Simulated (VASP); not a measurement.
**Be3NiS4: single point with PBE**

Crystal: Be3NiS4.

```
CELL_PARAMETERS angstrom
4.95870 0.00000 0.00000
0.00000 4.95870 0.00000
0.00000 0.00000 4.95870
ATOMIC_POSITIONS crystal
Be 0.50000 0.50000 0.00000
Be 0.50000 0.00000 0.50000
Be 0.00000 0.50000 0.50000
Ni 0.00000 0.00000 0.00000
S 0.25944 0.25944 0.25944
S 0.25944 0.74056 0.74056
S 0.74056 0.25944 0.74056
S 0.74056 0.74056 0.25944
```

| Quantity | Value |
| --- | --- |
| Program | VASP 6.6.1 |
| Task | single point |
| Functional | PBE |
| Potentials or basis | VASP PAW PBE potentials, release 64 (Be, Ni, S) |
| Cutoff | 520 eV |
| k mesh | 4 × 4 × 4 |
| Occupations | gaussian, width 0.2 eV |
| Spin | collinear spin, ferromagnetic start |
| Starting moments | [0.0, 0.0, 0.0, 1.28, 0.0, 0.0, 0.0, 0.0] μB |
| Dipole correction | no |
| Further INCAR settings | ALGO = Normal; EDIFF = 1e-07; NBANDS = 34 |

```json
{"Pressure": "0.0 GPa", "Net moment": "1.93 μB per cell", "Site moments": "Be +0.00; Ni +1.18; S +0.11 μB", "Valence electrons inside the program's atomic spheres": "Be 1.00; Ni 9.26; S 3.79"}
```

Levels at points of the mesh, in eV from the Fermi level:
Spin up:
```
           k point  band 17  band 18  band 19  band 20  band 21  band 22  band 23  band 24  band 25  band 26
(0.00, 0.00, 0.00)    -1.94    -1.94    -0.07    -0.07    -0.07     2.78     2.78     2.78     4.06     4.46
(0.50, 0.00, 0.00)    -1.84    -1.63    -1.32    -0.96    -0.96     3.48     4.29     5.47     5.62     5.62
(0.50, 0.50, 0.00)    -1.83    -1.73    -1.08    -0.59    -0.59     4.79     4.79     5.49     5.72     6.63
(0.50, 0.50, 0.50)    -1.41    -1.41    -0.27    -0.27    -0.27     4.34     4.34     4.34     4.84     5.47
```
Spin down:
```
           k point  band 15  band 16  band 17  band 18  band 19  band 20  band 21  band 22  band 23  band 24
(0.00, 0.00, 0.00)    -2.14    -2.14    -1.31    -1.31     0.57     0.57     0.57     3.02     3.02     3.02
(0.50, 0.00, 0.00)    -2.17    -2.17    -1.23    -1.01    -0.15    -0.01    -0.01     3.52     4.44     5.59
(0.50, 0.50, 0.00)    -2.50    -2.26    -1.13    -0.65    -0.57     0.32     0.32     4.85     4.85     5.65
(0.50, 0.50, 0.50)    -1.95    -1.95    -0.96    -0.96     0.61     0.61     0.61     4.44     4.44     4.44
```

It took 72 s on 1 thread of AMD EPYC 9R45 96-Core Processor (Zen 5) (shared host), peak memory 0.28 GiB.

Caveat: a cell with one magnetic atom can't hold antiferromagnetic order, which such compounds often take. With open d or f shells a metallic result of PBE can be an artefact of self-interaction; +U or a hybrid may open a gap.
